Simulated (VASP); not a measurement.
**Ir: single point with PBEsol**

The system is Ir.

```
CELL_PARAMETERS angstrom
2.49750 0.00000 0.00000
0.00000 2.49750 0.00000
0.00000 0.00000 2.49750
ATOMIC_POSITIONS crystal
Ir 0.00000 0.00000 0.00000
```

This cell differs from its parent crystal: volume scaled by 0.95.

| Quantity | Value |
| --- | --- |
| Program | VASP 6.6.1 |
| Task | single point |
| Functional | PBEsol |
| Potentials or basis | VASP PAW PBE potentials, release 64 (Ir) |
| Cutoff | 520 eV |
| k mesh | 17 × 17 × 17 |
| Occupations | fermi-dirac, width 0.05 eV |
| Spin | no spin polarisation |

The pressure is 16.7 GPa.

Levels at points of the mesh, in eV from the Fermi level:
| k point | band 2 | band 3 | band 4 | band 5 | band 6 | band 7 | band 8 | band 9 |
| --- | --- | --- | --- | --- | --- | --- | --- | --- |
| (0.00, 0.00, 0.00) | -6.70 | -6.70 | 1.54 | 1.54 | 1.54 | 16.14 | 16.14 | 16.14 |

Run time: 22 s on 1 thread of AMD EPYC 7R43 64-Core Processor (Zen 3), on a shared host, peak memory 0.11 GiB.

Caveat: the PAW data sets were made with another functional, which shifts forces and pressure a little; spin-orbit coupling is left out, which moves the levels of the heavy elements.
